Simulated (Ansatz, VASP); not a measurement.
## BaO: VASP beside Ansatz

```
Ba O
1.0
     0.00000    2.76436    2.76436
     2.76436    0.00000    2.76436
     2.76436    2.76436    0.00000
Ba O
1 1
Direct
  0.00000 0.00000 0.00000
  0.50000 0.50000 0.50000
```

Alike in both runs: functional PBE; dispersion D3(BJ); k mesh 8 × 8 × 8; occupations gaussian, width 0.02 eV; no spin polarisation.

Ansatz relaxed the structure, and its values are those at the end. VASP's run is a single point on that final structure, the one shown.

```csv
,VASP,Ansatz
version,VASP 6.6.1,Ansatz 0.2.0
potentials or method,"VASP PAW PBE potentials, release 64 (Ba_sv, O), cutoff 600 eV","scalar-relativistic, plane waves, PAW"
valence electrons in the cell,16,16
```

Ansatz gave:

| Property | Result |
| --- | --- |
| gap on the k mesh at the Fermi level (eV) | 2.02 |
| least direct gap on the mesh (eV) | 2.02 |
| pressure (GPa) | 0.0 |

Question: Which values does VASP return?

Answer: gap on the k mesh at the Fermi level (eV): 1.96; least direct gap on the mesh (eV): 1.96; pressure (GPa): 1.7.

Spin-orbit coupling is off throughout.
